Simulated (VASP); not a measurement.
Write the native input for VASP 6.6.1 that does the following.

```yaml
Task: single point
Functional: PBE
Dispersion: D3(BJ)
Potentials_or_basis: VASP PAW PBE potentials, release 64 (Pb_d)
Cutoff: 520 eV
k_mesh: 14 × 14 × 14
Occupations: gaussian, width 0.1 eV
Spin: no spin polarisation
Dipole_correction: no
Further_INCAR_settings: ALGO = Normal; EDIFF = 1e-06; NBANDS = 13
```

The structure of Pb lies in POSCAR:

```
Pb
1.0
    0.0000000000      2.4798874264      2.4798874264
    2.4798874264      0.0000000000      2.4798874264
    2.4798874264      2.4798874264      0.0000000000
Pb
1
Direct
    0.0000000000      0.0000000000      0.0000000000
```

The input as run:

INCAR

```
PREC = Accurate ; ENCUT = 520
EDIFF = 1E-6 ; ISMEAR = 0
SIGMA = 0.1 ; LREAL = False
LASPH = True ; NELM = 100
ALGO = Normal ; ISIF = 2
LWAVE = False ; LCHARG = False
GGA = PE ; IVDW = 12
NBANDS = 13
```

KPOINTS

```
regular mesh
0
Gamma
  14 14 14
```

Potentials or basis: VASP PAW PBE potentials, release 64 (Pb_d).

Launch:

```sh
$ cat potpaw_PBE.64/Pb_d/POTCAR > POTCAR
$ mpirun -np 1 vasp_std > vasp.out
```

It gave:

- Pressure: -0.1 GPa
- Band gap on the k mesh: zero (band 7 reaches 14.59 eV, above the bottom of band 8 at 5.67 eV)
- Dispersion energy per atom: -0.407 eV

Caveat: spin-orbit coupling is left out, which moves the levels of the heavy elements; pairwise dispersion overbinds metals, which lowers pressure and volume.

Run time: 32 s on 1 thread of Intel(R) Xeon(R) Platinum 8488C (Sapphire Rapids) (shared host), peak memory 0.19 GiB.
